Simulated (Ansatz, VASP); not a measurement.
## Ru in VASP and in Ansatz

Contents of INCAR:

```
PREC = Accurate
ENCUT = 520
EDIFF = 1E-8
ISMEAR = -1
SIGMA = 0.03
LREAL = F
LASPH = T
NELM = 60
ALGO = Normal
ISIF = 2
LWAVE = F
LCHARG = F
GGA = PS
LEFG = T
NBANDS = 21
```

File KPOINTS:

```
regular mesh
0
Gamma
  14 14 8
```

Contents of POSCAR:

```
Ru
1.0
    2.6505634408      0.0000000000      0.0000000000
   -1.3252817204      2.2954552741      0.0000000000
    0.0000000000      0.0000000000      4.1944897589
Ru
2
Direct
    0.3333333333      0.6666666667      0.2500000000
    0.6666666667      0.3333333333      0.7500000000
```

Input for Ansatz:

```yaml
crystal:
  lattice:
    - [2.6505634408, 0.0, 0.0]
    - [-1.3252817204, 2.2954552741, 0.0]
    - [0.0, 0.0, 4.1944897589]
  atoms:
    - { symbol: Ru, position: [0.3333333333, 0.6666666667, 0.25] }
    - { symbol: Ru, position: [0.6666666667, 0.3333333333, 0.75] }
kpoints:
  mp_grid: { grid: [14, 14, 8] }
scf:
  occupations: { method: fermi_dirac, width: 0.03 }
hamiltonian:
  xc: pbesol
  pseudopotentials: { kind: paw }
output:
  forces: true
  stress: true
  eigenvalues: true
  efg: { contact_densities: true }
```

Change from the starting cell: volume scaled by 0.94, PAW files.

Alike in both runs: task electric field gradients; functional PBEsol; k mesh 14 × 14 × 8; occupations fermi-dirac, width 0.03 eV; no spin polarisation.

```csv
,VASP,Ansatz
version,VASP 6.6.1,Ansatz 0.2.0
potentials or method,"VASP PAW PBE potentials, release 64 (Ru_pv)","PAW with Ansatz's default frozen-core files, scalar-relativistic"
plane-wave cutoff (eV),520,420
valence electrons in the cell,28,32
```

```tsv
	VASP	Ansatz	Ansatz less VASP
pressure (GPa)	16.6	16.6	-0.03
traceless stress, the component that is largest in VASP (GPa)	-0.60	-0.63	-0.029
size of Vzz on the site where it differs most (V/Å²)	15.2	10.9	-4.29
```

VASP's potentials were made for PBE, not for PBEsol. With one functional, cell and mesh, what is left measures potentials, basis and numerics. VASP's potentials hold 28 valence electrons a cell and Ansatz's 32, so a difference there can come from the potentials and not from the codes.
